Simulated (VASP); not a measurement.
Wanted: the native input for a VASP 6.6.1 run.

```yaml
Task: single point
Functional: LDA
Potentials_or_basis: VASP PAW LDA potentials, release 64 (Mn_pv, I)
Cutoff: 520 eV
k_mesh: 5 × 5 × 2
Occupations: gaussian, width 0.05 eV
Spin: collinear spin, antiferromagnetic start
Starting_moments: "[5.08, -5.08, 0.05, -0.05, -0.05, 0.05] μB"
Hubbard_terms: Mn d U = 4.0 eV
Dipole_correction: no
Further_INCAR_settings: ALGO = Normal; EDIFF = 1e-06; NBANDS = 40
```

The structure of MnI2 lies in POSCAR:

```
MnI2
1.0
    4.1600013200      0.0000000000      0.0000000000
   -2.0800006600      3.6026668200      0.0000000000
    0.0000000000      0.0000000000     13.6399982000
Mn I
2 4
Direct
    0.0000000000      0.0000000000      0.0000000000
    0.0000000000      0.0000000000      0.5000000000
    0.3333333333      0.6666666667      0.1250000000
    0.6666666667      0.3333333333      0.3750000000
    0.3333333333      0.6666666667      0.6250000000
    0.6666666667      0.3333333333      0.8750000000
```

The input as run:

INCAR

```
PREC = Accurate ; ENCUT = 520
EDIFF = 1E-6 ; ISMEAR = 0
SIGMA = 0.05 ; LREAL = F
LASPH = T ; NELM = 150
ALGO = Normal ; ISIF = 2
LWAVE = F ; LCHARG = F
ISPIN = 2 ; MAGMOM = 5.08 -5.08 0.05 -0.05 -0.05 0.05
LORBIT = 11 ; LMAXMIX = 4
LDAU = T ; LDAUTYPE = 2
LDAUL = 2 -1 ; LDAUU = 4 0
LDAUJ = 0 0 ; LDAUPRINT = 1
GGA = CA ; NBANDS = 40
```

KPOINTS

```
regular mesh
0
Gamma
  5 5 2
```

Potentials or basis: VASP PAW LDA potentials, release 64 (Mn_pv, I).

Launch:

```sh
$ cat potpaw_LDA.64/Mn_pv/POTCAR potpaw_LDA.64/I/POTCAR > POTCAR
$ mpirun -np 1 vasp_std > vasp.out
```

Results of the run:

```json
{
  "Pressure": "-2.7 GPa",
  "Largest force": "0.451 eV/Å",
  "Band gap on the k mesh": "2.37 eV",
  "Net moment": "0.00 μB per cell",
  "Site moments": "Mn +4.55, -4.55; I +0.05, -0.05 (each value once) μB",
  "Valence electrons inside the program's atomic spheres": "Mn 11.24; I 4.31"
}
```

Caveat: spin-orbit coupling is left out, which moves the levels of the heavy elements.

Wall time 72 s on 1 thread of Intel(R) Xeon(R) 6975P-C (Granite Rapids), with other jobs on the host, peak memory 0.33 GiB.
